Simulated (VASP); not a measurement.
BaNaBr3:

```
Na Ba Br
1.0
     6.41709    0.00000    0.00000
     0.00000    6.26057    0.00000
     0.00000    0.00000    6.26057
Na Ba Br
1 1 3
Direct
  0.00000 0.00000 0.00000
  0.50000 0.50000 0.50000
  0.50000 0.50000 0.00000
  0.50000 0.00000 0.50000
  0.00000 0.50000 0.50000
```

This cell differs from its parent crystal: uniaxial x strain +2.5%.

Base run:

| Item | Value |
| --- | --- |
| Program | VASP 6.6.1 |
| Functional | r2SCAN |
| Potentials or basis | VASP PAW PBE potentials, release 64 (Na_pv, Ba_sv, Br) |
| Cutoff | 520 eV |
| k mesh | 4 × 4 × 4 |
| Occupations | gaussian, width 0.01 eV |
| Spin | no spin polarisation |

Its results: band gap on the k mesh 3.62 eV, indirect (least direct gap 3.76 eV); pressure -0.1 GPa.

**Question.** The run is repeated on the same cell with these changes: functional from r2SCAN to PBE; occupations from gaussian, width 0.01 eV to fermi-dirac, width 0.02 eV. What comes out?

**Answer.** Band gap on the k mesh 2.83 eV, indirect (least direct gap 2.99 eV); pressure 0.0 GPa.

Caveats: spin-orbit coupling is left out, which moves the levels of the heavy elements; the PAW data sets were made with another functional, which shifts forces and pressure a little (some runs).

A k mesh can miss the band edges.
